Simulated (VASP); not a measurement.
A run of VASP 6.6.1 is set up as follows.

Contents of INCAR:

```
ALGO = Normal
DIPOL = 0.5 0.5 0.500
EDIFF = 1E-7
EDIFFG = -0.02
ENCUT = 450
GGA = PS
GGA_COMPAT = F
IBRION = 2
IDIPOL = 3
ISIF = 2
ISMEAR = 0
LASPH = T
LCHARG = F
LDIPOL = T
LREAL = F
LWAVE = F
NELM = 120
NELMDL = -8
NELMIN = 4
NSW = 80
PREC = Accurate
SIGMA = 0.05
```

KPOINTS

```
k-points
0
Gamma
  6 6 1
```

POSCAR

```
Cs3I2
1.0
    4.5033236737      0.0000000000      0.0000000000
    0.0000000000      4.5033236737      0.0000000000
    0.0000000000      0.0000000000     24.0066473473
Cs I
3 2
Direct
    0.0000000000      0.0000000000      0.3124134700
    0.0000000000      0.0000000000      0.5000000000
    0.0000000000      0.0000000000      0.6875865300
    0.5000000000      0.5000000000      0.4062067350
    0.5000000000      0.5000000000      0.5937932650
```

Potentials or basis: VASP PAW PBE potentials, release 64 (Cs_sv, I).

The run is started by

```console
$ cat potpaw_PBE.64/Cs_sv/POTCAR potpaw_PBE.64/I/POTCAR > POTCAR
$ mpirun -np 1 vasp_std > vasp.out
```

Q: Estimate the band gap on the k mesh.

A: Zero (an odd number of electrons rules out a gap without spin polarisation).

Q: What does it give for the energy gained by relaxing?

A: 1.0 meV/atom.

Final structure:
```
CELL_PARAMETERS angstrom
4.50332 0.00000 0.00000
0.00000 4.50332 0.00000
0.00000 0.00000 24.00665
ATOMIC_POSITIONS crystal
Cs 0.00000 0.00000 0.30925
Cs 0.00000 0.00000 0.50000
Cs 0.00000 0.00000 0.69075
I 0.50000 0.50000 0.40524
I 0.50000 0.50000 0.59476
```

Caveat: spin-orbit coupling is left out, which moves the levels of the heavy elements.
